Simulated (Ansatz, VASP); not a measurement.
## Zn4SeO3 in VASP and in Ansatz

File INCAR:

```
  PREC = Accurate
  ENCUT = 600
  EDIFF = 1E-6
  ISMEAR = 0
  SIGMA = 0.15
  LREAL = False
  LASPH = True
  NELM = 80
  ALGO = Normal
  ISIF = 3
  LWAVE = False
  LCHARG = False
  GGA = PE
  IBRION = 2
  NSW = 36
  EDIFFG = -0.08
```

The input KPOINTS:

```
Automatic mesh
0
Gamma
  4 4 4
```

File POSCAR:

```
Zn4SeO3
1.0
   -2.3900000000      2.3900000000      4.7750000000
    2.3900000000     -2.3900000000      4.7750000000
    2.3900000000      2.3900000000     -4.7750000000
Zn Se O
4 1 3
Direct
    0.1450000000      0.1450000000      0.5700000000
    0.5750000000      0.5750000000      0.4300000000
    0.4250000000      0.8550000000      0.0000000000
    0.8550000000      0.4250000000      0.0000000000
    0.0000000000      0.0000000000      0.0000000000
    0.5000000000      0.5000000000      0.0000000000
    0.2500000000      0.7500000000      0.5000000000
    0.7500000000      0.2500000000      0.5000000000
```

Input for Ansatz:

```yaml
crystal:
  lattice:
    - [-2.39, 2.39, 4.775]
    - [2.39, -2.39, 4.775]
    - [2.39, 2.39, -4.775]
  atoms:
    - { symbol: Zn, position: [0.145, 0.145, 0.57] }
    - { symbol: Zn, position: [0.575, 0.575, 0.43] }
    - { symbol: Zn, position: [0.425, 0.855, 0.0] }
    - { symbol: Zn, position: [0.855, 0.425, 0.0] }
    - { symbol: Se, position: [0.0, 0.0, 0.0] }
    - { symbol: O, position: [0.5, 0.5, 0.0] }
    - { symbol: O, position: [0.25, 0.75, 0.5] }
    - { symbol: O, position: [0.75, 0.25, 0.5] }
basis:
  ecutwfc: 420
kpoints:
  mp_grid: { grid: [4, 4, 4] }
hamiltonian:
  xc: pbe
scf:
  occupations: { method: gaussian, width: 0.15 }
  lower_state_search: "off"
output:
  forces: true
  stress: true
  eigenvalues: true
relax:
  adjacent_minimum: "off"
  f_tol: 0.08
  max_steps: 16
  cell: { stress_tol: 0.8 }
```

Alike in both runs: task relaxation of cell and atoms; functional PBE; k mesh 4 × 4 × 4; occupations gaussian, width 0.15 eV; no spin polarisation.

|  | VASP | Ansatz |
| --- | --- | --- |
| version | VASP 6.6.1 | Ansatz 0.2.0 |
| potentials or method | VASP PAW PBE potentials, release 64 (Zn, Se, O), cutoff 600 eV | scalar-relativistic, plane waves, PAW |
| valence electrons in the cell | 72 | 82 |

Ansatz gave:

```
gap on the k mesh at the Fermi level, each at its own relaxed structure (eV) : 0.47
relaxed volume (Å³/atom)                                                     : 14.46
relaxed cell length with the largest relative difference (Å)                 : 5.917
```

What did VASP give for the same quantities?

gap on the k mesh at the Fermi level, each at its own relaxed structure (eV): 0.40; relaxed volume (Å³/atom): 14.63; relaxed cell length with the largest relative difference (Å): 5.972.

VASP's potentials hold 72 valence electrons a cell and Ansatz's 82, so a difference there can come from the potentials and not from the codes.

The k mesh is coarse, so the values compare programs but aren't converged.
